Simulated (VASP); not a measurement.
## BaZrO3: single point with PBE

The system is BaZrO3.

```xyz
5
Lattice="4.0366 0.0000 0.0000 0.0000 4.0366 0.0000 0.0000 0.0000 4.0366" Properties=species:S:1:pos:R:3 pbc="T T T"
Ba    0.0000    0.0000    0.0000
Zr    2.0183    2.0183    2.0183
O     2.0183    0.0000    2.0183
O     2.0183    2.0183    0.0000
O     0.0000    2.0183    2.0183
```

This cell differs from its parent crystal: equal strain along all axes, cell held: -4.5 %.

```yaml
Program: VASP 6.6.1
Task: single point
Functional: PBE
Potentials_or_basis: VASP PAW PBE potentials, release 64 (Ba_sv, Zr_sv, O)
Cutoff: 520 eV
k_mesh: 6 × 6 × 6
Occupations: gaussian, width 0.02 eV
Spin: no spin polarisation
Dipole_correction: no
Further_INCAR_settings: ALGO = Normal; EDIFF = 1e-07; NBANDS = 28
```

- Pressure: 29.8 GPa
- Band gap on the k mesh: 3.41 eV, indirect (least direct gap 3.46 eV)

Levels at points of the mesh, in eV from the valence-band top:
```csv
k point,band 18,band 19,band 20,band 21,band 22,band 23
"(0.00, 0.00, 0.00)",-0.05,-0.05,-0.05,3.41,3.41,3.41
"(0.50, 0.00, 0.00)",-1.88,-0.22,-0.22,3.98,6.48,6.48
"(0.50, 0.50, 0.00)",-0.90,-0.44,-0.09,6.43,6.43,7.08
"(0.50, 0.50, 0.50)",0.00,0.00,0.00,6.44,6.44,6.44
```

It took 23 s on 1 thread of Intel(R) Xeon(R) Platinum 8488C (Sapphire Rapids) (shared host), peak memory 0.19 GiB.

Caveat: the cell differs from its parent crystal (equal strain along all axes, cell held: -4.5 %); spin-orbit coupling is left out, which moves the levels of the heavy elements. A k mesh can miss the band edges.
